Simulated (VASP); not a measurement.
# Tc: single point with PBE

Crystal: Tc.

```
CELL_PARAMETERS angstrom
2.74000 0.00000 0.00000
-1.37000 2.37291 0.00000
0.00000 0.00000 4.39800
ATOMIC_POSITIONS crystal
Tc 0.66667 0.33333 0.75000
Tc 0.33333 0.66667 0.25000
```

```json
{
 "Program": "VASP 6.6.1",
 "Task": "single point",
 "Functional": "PBE",
 "Potentials or basis": "VASP PAW PBE potentials, release 64 (Tc_pv)",
 "Cutoff": "520 eV",
 "k mesh": "8 × 8 × 5",
 "Occupations": "methfessel-paxton, width 0.1 eV",
 "Spin": "no spin polarisation",
 "Dipole correction": "no",
 "Further INCAR settings": "ALGO = Fast; EDIFF = 1e-06; NBANDS = 20"
}
```

The pressure is 2.4 GPa and the band gap on the k mesh is zero (bands 13 and 14 overlap by 2.48 eV).

Stress tensor (GPa, compression positive):
```
2.95 0.00 0.00
0.00 2.95 0.00
0.00 0.00 1.16
```

Levels at points of the mesh, in eV from the Fermi level:
```tsv
k point	band 9	band 10	band 11	band 12	band 13	band 14	band 15	band 16	band 17	band 18
(0.00, 0.00, 0.00)	-1.51	-1.51	-1.45	-0.80	-0.80	-0.08	-0.08	1.71	2.57	2.57
(0.50, 0.00, 0.00)	-4.55	-1.85	-1.11	-0.88	-0.46	2.97	3.36	3.40	5.35	7.16
```

Wall time 24 s on 1 thread of Intel Xeon 8259CL, on a shared host, peak memory 0.14 GiB.
